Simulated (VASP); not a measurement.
HfBeC2N:

```
Hf Be C N
1.0
     3.71890    0.00000    0.00000
     0.00000    3.71890    0.00000
     0.00000    0.00000    3.71890
Hf Be C N
1 1 2 1
Direct
  0.50000 0.50000 0.50000
  0.00000 0.00000 0.00000
  0.50000 0.00000 0.00000
  0.00000 0.50000 0.00000
  0.00000 0.00000 0.50000
```

| Property | Result |
| --- | --- |
| Program | VASP 6.6.1 |
| Task | relaxation of cell and atoms |
| Functional | PBE |
| Potentials or basis | VASP PAW PBE potentials, release 64 (Hf_pv, Be, C, N) |
| Cutoff | 600 eV |
| k mesh | 6 × 6 × 6 |
| Occupations | gaussian, width 0.1 eV |
| Spin | no spin polarisation |

At the start: pressure -20.9 GPa; volume 10.29 Å³/atom.

Question: Where does the relaxation end?

Answer: Over 7 steps the energy falls by 119.9 meV/atom and the volume is 8.99 Å³/atom (-12.6 %); space group P4/mmm (No. 123, to 0.1 Å) before and after.

Step by step:
| step | energy change (eV) | largest force (eV/Å) | pressure (GPa) | volume (Å³) |
| --- | --- | --- | --- | --- |
| 1 | 0.0000 | 0.0000 | -20.93 | 51.43 |
| 2 | -0.3842 | 0.0000 | 14.46 | 42.06 |
| 3 | -0.4949 | 0.0000 | 0.34 | 44.74 |
| 4 | -0.5318 | 0.0000 | 0.62 | 44.61 |
| 5 | -0.5894 | 0.0000 | 3.55 | 44.11 |
| 6 | -0.5888 | 0.0000 | -3.82 | 45.89 |
| 7 | -0.5996 | 0.0000 | -0.20 | 44.97 |

Final structure:
```xyz
5
Lattice="3.4277 0.0000 0.0000 0.0000 3.4277 0.0000 0.0000 0.0000 3.8274" Properties=species:S:1:pos:R:3 pbc="T T T"
Hf    1.7138    1.7138    1.9137
Be    0.0000    0.0000    0.0000
C     1.7138    0.0000    0.0000
C     0.0000    1.7138    0.0000
N     0.0000    0.0000    1.9137
```

Caveat: an odd number of electrons without spin polarisation forces a metal; a magnetic or distorted state may lie lower.
